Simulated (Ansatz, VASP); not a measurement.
## NaF: VASP beside Ansatz

POSCAR

```
NaF
1.0
    0.0000000000      2.2971680799      2.2971680799
    2.2971680799      0.0000000000      2.2971680799
    2.2971680799      2.2971680799      0.0000000000
Na F
1 1
Direct
    0.0000000000      0.0000000000      0.0000000000
    0.5000000000      0.5000000000      0.5000000000
```

The input INCAR.step1:

```
SYSTEM = NaF
  PREC = Accurate
  ENCUT = 520
  EDIFF = 1E-5
  ISMEAR = 0
  SIGMA = 0.01
  LREAL = .FALSE.
  LASPH = .TRUE.
  NELM = 80
  ALGO = Normal
  ISIF = 2
  LWAVE = .TRUE.
  LCHARG = .FALSE.
  GGA = PE
  NBANDS = 14
```

INCAR.step2

```
SYSTEM = NaF
  PREC = Accurate
  ENCUT = 520
  EDIFF = 1E-6
  ISMEAR = 0
  SIGMA = 0.01
  LREAL = .FALSE.
  LASPH = .TRUE.
  NELM = 80
  ALGO = Normal
  ISIF = 2
  LWAVE = .FALSE.
  LCHARG = .FALSE.
  GGA = PE
  LHFCALC = .TRUE.
  AEXX = 0.05
  HFSCREEN = 0.1
  PRECFOCK = Normal
  ISTART = 1
  NBANDS = 14
```

Contents of KPOINTS:

```
Automatic mesh
0
G
  4 4 4
  0 0 0
```

Input for Ansatz:

```yaml
crystal:
  lattice:
    - [0.0, 2.2971680799, 2.2971680799]
    - [2.2971680799, 0.0, 2.2971680799]
    - [2.2971680799, 2.2971680799, 0.0]
  atoms:
    - { symbol: Na, position: [0.0, 0.0, 0.0] }
    - { symbol: F, position: [0.5, 0.5, 0.5] }
kpoints:
  mp_grid: { grid: [4, 4, 4] }
hamiltonian:
  xc: { exchange: pbe, correlation: pbe, exx: { coeff: 0.05, omega: 0.1 } }
scf:
  occupations: { method: fixed }
  n_extra_bands: 4
output:
  forces: true
  stress: true
  eigenvalues: true
```

Alike in both runs: task single point; functional PBE-based screened hybrid; k mesh 4 × 4 × 4; no spin polarisation.

|  | VASP | Ansatz |
| --- | --- | --- |
| version | VASP 6.6.1 | Ansatz 0.2.0 |
| potentials or method | VASP PAW PBE potentials, release 64 (Na_pv, F) | plane waves |
| plane-wave cutoff (eV) | 520 | 420 |
| occupations | gaussian, width 0.01 eV | fixed |
| valence electrons in the cell | 14 | 16 |

```tsv
	VASP	Ansatz	Ansatz less VASP
gap on the k mesh at the Fermi level (eV)	6.95	6.96	+0.015
pressure (GPa)	3.1	3.2	+0.07
```

VASP's potentials were made for PBE, not for PBE-based screened hybrid. VASP's potentials hold 14 valence electrons a cell and Ansatz's 16, so a difference there can come from the potentials and not from the codes. Ansatz's warnings: stress exchange threshold loose, stress scf threshold loose.

The k mesh is coarse, so the values compare programs but aren't converged.
